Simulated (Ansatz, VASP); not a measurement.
**One calculation of C, two programs**

```xyz
2
Lattice="-1.2588 1.2588 1.7801 1.2588 -1.2588 1.7801 1.2588 1.2588 -1.7801" Properties=species:S:1:pos:R:3 pbc="T T T"
C     0.0000    0.0000    0.0000
C     0.0000    1.2588    0.8900
```

Alike in both runs: functional r2SCAN; k mesh 8 × 8 × 8; occupations gaussian, width 0.1 eV; no spin polarisation.

Ansatz relaxed the structure, and its values are those at the end. VASP's run is a single point on that final structure, the one shown.

```csv
,VASP,Ansatz
version,VASP 6.6.1,Ansatz 0.2.0
potentials or method,"VASP PAW PBE potentials, release 64 (C_h), cutoff 1430 eV","scalar-relativistic, plane waves, PAW"
valence electrons in the cell,8,8
```

|  | VASP | Ansatz | Ansatz less VASP |
| --- | --- | --- | --- |
| gap on the k mesh at the Fermi level (eV) | 4.37 | 4.36 | -0.002 |
| least direct gap on the mesh (eV) | 5.89 | 5.89 | +0.001 |

VASP's potentials were made for PBE, not for r2SCAN.

The k mesh is coarse, so the values compare programs but aren't converged.
